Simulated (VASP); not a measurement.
# NdSi3 (Pm-3m) in VASP: a series of runs

Runs on NdSi3. Level: PBEsol. Tasks: single point.

All numbers are computed with VASP 6.6.1; they aren't measurements. Logs are shortened: lines on timing, memory, paths and dates and some standing lists are left out, and cuts for length are marked.

## 1. The cell of the first run

It takes space group Pm-3m (No. 221, cubic). The conventional cell has a = 4.075 Å, b = 4.075 Å, c = 4.075 Å, α = 90.00°, β = 90.00°, γ = 90.00°. Within 3.8 Å of Nd (site symmetry m-3m) lie 12 Si at 2.88 Å. Within 3.8 Å of Si (site symmetry 4/mmm) lie 4 Nd at 2.88 Å and 8 Si at 2.88 Å.

## 2. Single point, PBEsol, collinear spin, ferromagnetic start

INCAR reads:

```
SYSTEM = NdSi3
PREC     = Accurate       ! precision mode
ENCUT    = 520            ! plane-wave cutoff, eV
EDIFF    = 1E-7           ! SCF threshold, eV
ISMEAR   = 0              ! smearing method
SIGMA    = 0.05           ! smearing width, eV
LREAL    = .False.        ! projectors in reciprocal space
LASPH    = .True.         ! aspherical terms in the spheres
NELM     = 150            ! most SCF steps
ALGO     = Normal         ! electronic algorithm
ISIF     = 2              ! what is computed and relaxed
LWAVE    = .False.        ! write WAVECAR
LCHARG   = .False.        ! write CHGCAR
ISPIN    = 2              ! spin polarisation
MAGMOM   = 3.19 0 0 0     ! initial moments
LORBIT   = 11             ! projections on sites
LMAXMIX  = 6              ! l up to which the mixer works
GGA      = PS             ! functional
NBANDS   = 25             ! bands
```

KPOINTS reads:

```
Automatic mesh
0
Gamma
  8 8 8
  0 0 0
```

POSCAR reads:

```
NdSi3
1.0
    4.0747343896      0.0000000000      0.0000000000
    0.0000000000      4.0747343896      0.0000000000
    0.0000000000      0.0000000000      4.0747343896
Nd Si
1 3
Direct
    0.0000000000      0.0000000000      0.0000000000
    0.0000000000      0.5000000000      0.5000000000
    0.5000000000      0.5000000000      0.0000000000
    0.5000000000      0.0000000000      0.5000000000
```

Potentials or basis: VASP PAW PBE potentials, release 64 (Nd, Si).

Launch:

```bash
$ cat potpaw_PBE.64/Nd/POTCAR potpaw_PBE.64/Si/POTCAR > POTCAR
$ mpirun -np 1 vasp_std > vasp.out
```

OUTCAR:

```text
SYSTEM = NdSi3
   PREC = Accurate
   ENCUT = 520
   EDIFF = 1E-7
   ISMEAR = 0
   LREAL = .False.
   LASPH = .True.
   NELM = 150
   ISIF = 2
   ISPIN = 2
   LORBIT = 11
   GGA = PS

 ion  position               nearest neighbor table
   1  0.000  0.000  0.000-   2 2.88   3 2.88   4 2.88   2 2.88   4 2.88   2 2.88   3 2.88   2 2.88
                             3 2.88   4 2.88   4 2.88   3 2.88
   2  0.000  0.500  0.500-   1 2.88   3 2.88   4 2.88   1 2.88   3 2.88   1 2.88   4 2.88   1 2.88
                             3 2.88   4 2.88   3 2.88   4 2.88
   3  0.500  0.500  0.000-   1 2.88   2 2.88   4 2.88   2 2.88   4 2.88   1 2.88   4 2.88   4 2.88
                             1 2.88   2 2.88   2 2.88   1 2.88
   4  0.500  0.000  0.500-   1 2.88   2 2.88   3 2.88   1 2.88   3 2.88   2 2.88   3 2.88   3 2.88
                             1 2.88   2 2.88   1 2.88   2 2.88

  LATTYP: Found a simple cubic cell.
 ALAT       =     4.0747343896

  Lattice vectors:

 A1 = (   4.0747343896,   0.0000000000,   0.0000000000)
 A2 = (   0.0000000000,   4.0747343896,   0.0000000000)
 A3 = (   0.0000000000,   0.0000000000,   4.0747343896)

Analysis of symmetry for initial positions (statically):
=====================================================================
 Subroutine PRICEL returns:
 Original cell was already a primitive cell.

 Routine SETGRP: Setting up the symmetry group for a
 simple cubic supercell.

 Subroutine GETGRP returns: Found 48 space group operations
 (whereof 48 operations were pure point group operations)
 out of a pool of 48 trial point group operations.

The static configuration has the point symmetry O_h .

Analysis of symmetry for dynamics (positions and initial velocities):
=====================================================================
 Subroutine PRICEL returns:
 Original cell was already a primitive cell.

 Routine SETGRP: Setting up the symmetry group for a
 simple cubic supercell.

 Subroutine GETGRP returns: Found 48 space group operations
 (whereof 48 operations were pure point group operations)
 out of a pool of 48 trial point group operations.

The dynamic configuration has the point symmetry O_h .

Analysis of structural, dynamic, and magnetic symmetry:
=====================================================================
 Subroutine PRICEL returns:
 Original cell was already a primitive cell.

 Routine SETGRP: Setting up the symmetry group for a
 simple cubic supercell.

 Subroutine GETGRP returns: Found 48 space group operations
 (whereof 48 operations were pure point group operations)
 out of a pool of 48 trial point group operations.

The overall configuration has the point symmetry O_h .

 Subroutine INISYM returns: Found 48 space group operations
 (whereof 48 operations are pure point group operations),
 and found     1 'primitive' translations

----------------------------------------------------------------------------------------

                                     Primitive cell

  volume of cell :      67.6547

  direct lattice vectors                    reciprocal lattice vectors
     4.074734390  0.000000000  0.000000000     0.245414769  0.000000000  0.000000000
     0.000000000  4.074734390  0.000000000     0.000000000  0.245414769  0.000000000
     0.000000000  0.000000000  4.074734390     0.000000000  0.000000000  0.245414769

  length of vectors
     4.074734390  4.074734390  4.074734390     0.245414769  0.245414769  0.245414769

  position of ions in fractional coordinates (direct lattice)
     0.000000000  0.000000000  0.000000000
     0.000000000  0.500000000  0.500000000
     0.500000000  0.500000000  0.000000000
     0.500000000  0.000000000  0.500000000

  ion indices of the primitive-cell ions
   primitive index   ion index
                 1           1
                 2           2
                 3           3
                 4           4

----------------------------------------------------------------------------------------

 KPOINTS: Automatic mesh

Automatic generation of k-mesh.
 Grid dimensions read from file:
[... 24 lines left out ...]
  0.250000  0.000000  0.000000      6.000000
  0.375000  0.000000  0.000000      6.000000
  0.500000  0.000000  0.000000      3.000000
  0.125000  0.125000  0.000000     12.000000
[... 16 lines left out ...]
  0.375000  0.375000  0.125000     24.000000
  0.500000  0.375000  0.125000     24.000000
 [... further k-points ...]
   k-points           NKPTS =     35   k-points in BZ     NKDIM =     35   number of bands    NBANDS=     25
   number of dos      NEDOS =    301   number of ions     NIONS =      4
   total plane-waves  NPLWV =  27000
   dimension x,y,z NGX =    30 NGY =   30 NGZ =   30
   dimension x,y,z NGXF=    60 NGYF=   60 NGZF=   60
   ions per type =               1   3
   NGX,Y,Z   is equivalent  to a cutoff of  12.24, 12.24, 12.24 a.u.
   NGXF,Y,Z  is equivalent  to a cutoff of  24.48, 24.48, 24.48 a.u.
 SYSTEM =  NdSi3
   PREC   = accura    normal or accurate (medium, high low for compatibility)
   ISTART =      0    job   : 0-new  1-cont  2-samecut
   ICHARG =      2    charge: 1-file 2-atom 10-const
   ISPIN  =      2    spin polarized calculation?
   LNONCOLLINEAR =      F non collinear calculations
   LSORBIT =      F    spin-orbit coupling
   LASPH  =      T    aspherical Exc in radial PAW
   ENCUT  =  520.0 eV  38.22 Ry    6.18 a.u.   7.58  7.58  7.58*2*pi/ulx,y,z
   NELM   =    150;   NELMIN=  2; NELMDL= -5     # of ELM steps
   EDIFF  = 0.1E-06   stopping-criterion for ELM
   LREAL  =      F    real-space projection
   EDIFFG = 0.1E-05   stopping-criterion for IOM
   NSW    =      0    number of steps for IOM
   IBRION =     -1    ionic relax: 0-MD 1-quasi-New 2-CG
   NFREE  =      0    steps in history (QN), initial steepest desc. (CG)
   ISIF   =      2    stress and relaxation
   ISYM   =      2    0-nonsym 1-usesym 2-fastsym
   POTIM  = 0.5000    time-step for ionic-motion
   TEBEG  =    0.0;   TEEND  =   0.0 temperature during run
   PSTRESS=    0.0 pullay stress
   NELECT =      26.0000    total number of electrons
   NUPDOWN=      -1.0000    fix difference up-down
   EMIN   =  10.00;   EMAX   =-10.00  energy-range for DOS
   EFERMI =   0.00;   METHOD = LEGACY
   ISMEAR =     0;   SIGMA  =   0.05  broadening in eV -4-tet -1-fermi 0-gaus
   EFERMI_NEDOS =   21; number of points for ismear=-14 and -15
   IALGO  =     38    algorithm
   IMIX   =      4    mixing-type and parameters
     AMIX     =   0.40;   BMIX     =  1.00
     AMIX_MAG =   1.60;   BMIX_MAG =  1.00
  volume/ion in A,a.u.               =      16.91       114.14
  Fermi-wavevector in a.u.,A,eV,Ry     =   1.190237  2.249221 19.274873  1.416663
  Thomas-Fermi vector in A             =   2.326326
   LORBIT       =     11    0 simple, 1 ext, 2 COOP (PROOUT), +10 PAW based schemes
   GGA     = PS    functional components
   LHFCALC =     F    Hartree Fock is set to
   AEXX    =    0.0000 exact exchange contribution
   IVDW    =     0    specifies the selected vdW correction
   LEPSILON=     F    determine dielectric tensor
   LRPA    =     F    only Hartree local field effects (RPA)
 spin polarized calculation
 Gauss-broadening in eV      SIGMA  =   0.05
  energy-cutoff  :      520.00
  volume of cell :       67.65
 maximum number of plane-waves:      1856
   NGX = 15   NGY = 15   NGZ = 15

 number of electron      25.9999999 magnetization      -3.9971063

 number of electron      26.0000000 magnetization       2.9947827

 Free energy of the ion-electron system (eV)
  ---------------------------------------------------
  ext. energy  EPLUGINS =         0.00000000
  ---------------------------------------------------
  free energy    TOTEN  =       -25.72408069 eV

  energy without entropy =      -25.70789941  energy(sigma->0) =      -25.71599005

 E-fermi :   8.6295     XC(G=0): -11.4304

 val. band max:        8.6281650772   @ k =   0.5000   0.1250   0.0000
 cond. band min:       8.6374480796   @ k =   0.3750   0.1250   0.0000
 fundamental gap:      0.0092830023
 Fermi energy:         8.6295293072

 spin component 1

 k-point     1 :       0.0000    0.0000    0.0000
  band No.  band energies     occupation
      1     -28.1192      1.00000
      2      -9.4404      1.00000
      3      -9.4404      1.00000
      4      -9.4404      1.00000
      5      -3.1301      1.00000
      6       3.1941      1.00000
[... 661 lines left out ...]
     24      13.8061      0.00000
     25      14.9861      0.00000

 [... further k-points ...]

 spin component 2

 k-point     1 :       0.0000    0.0000    0.0000
  band No.  band energies     occupation
      1     -26.7695      1.00000
      2      -8.4567      1.00000
      3      -8.4567      1.00000
      4      -8.4567      1.00000
      5      -3.0946      1.00000
      6       3.2785      1.00000
[... 661 lines left out ...]
     24      13.9325      0.00000
     25      15.3182      0.00000

 [... further k-points ...]

------------------------ aborting loop because EDIFF is reached ----------------------------------------

  FORCE on cell =-STRESS in cart. coord.  units (eV):
  Direction    XX          YY          ZZ          XY          YZ          ZX
  --------------------------------------------------------------------------------------
  -------------------------------------------------------------------------------------
  Total       -0.0474122     -0.0474122     -0.0474122      0.0000000      0.0000000      0.0000000
  in kB       -1.1228013     -1.1228013     -1.1228013      0.0000000      0.0000000      0.0000000
  external PRESSURE =      -1.1228013 kB  Pullay stress =       0.0000000 kB

 VOLUME and BASIS-vectors are now :
 -----------------------------------------------------------------------------
  energy-cutoff  :      520.00
  volume of cell :       67.65
      direct lattice vectors                 reciprocal lattice vectors
     4.074734390  0.000000000  0.000000000     0.245414769  0.000000000  0.000000000
     0.000000000  4.074734390  0.000000000     0.000000000  0.245414769  0.000000000
     0.000000000  0.000000000  4.074734390     0.000000000  0.000000000  0.245414769

 POSITION                                       TOTAL-FORCE (eV/Angst)
 -----------------------------------------------------------------------------------
      0.00000      0.00000      0.00000         0.000000      0.000000      0.000000
      0.00000      2.03737      2.03737         0.000000      0.000000      0.000000
      2.03737      2.03737      0.00000         0.000000      0.000000      0.000000
      2.03737      0.00000      2.03737         0.000000      0.000000      0.000000
 -----------------------------------------------------------------------------------
    total drift:                                0.000000     -0.000000      0.000000

  FREE ENERGIE OF THE ION-ELECTRON SYSTEM (eV)
  ---------------------------------------------------
  free  energy   TOTEN  =       -25.7240806895 eV

  energy  without entropy=      -25.7078994125  energy(sigma->0) =      -25.71599005

 total charge

# of ion       s       p       d       f       tot
--------------------------------------------------
    1        1.974   5.351   0.800   3.159  11.285
    2        0.816   0.771   0.000   0.000   1.587
    3        0.816   0.771   0.000   0.000   1.587
    4        0.816   0.771   0.000   0.000   1.587
--------------------------------------------------
tot          4.422   7.664   0.800   3.159  16.045

 magnetization (x)

# of ion       s       p       d       f       tot
--------------------------------------------------
    1       -0.010  -0.101   0.038   2.832   2.759
    2       -0.015  -0.004   0.000   0.000  -0.018
    3       -0.015  -0.004   0.000   0.000  -0.018
    4       -0.015  -0.004   0.000   0.000  -0.018
--------------------------------------------------
tot         -0.054  -0.112   0.038   2.832   2.704
```

Wall time 5.2 min (1 thread of Intel Xeon 8259CL, shared host); peak memory 0.26 GiB.

What came out:

```
Free energy                                           : -25.7241 eV
Pressure                                              : -0.1 GPa
Net moment                                            : 2.99 μB per cell
Site moments                                          : Nd +2.76; Si -0.02 μB
Valence electrons inside the program's atomic spheres : Nd 11.29; Si 1.59
```

Caveat: the magnetic or orbital state may not be the lowest; the PAW data sets were made with another functional, which shifts forces and pressure a little; spin-orbit coupling is left out, which moves the levels of the heavy elements; semilocal functionals describe open f shells poorly, which spoils levels, moments and volumes. The state reached can hang on the start; a lower one may exist.

(Continued in part 2 of 2.)
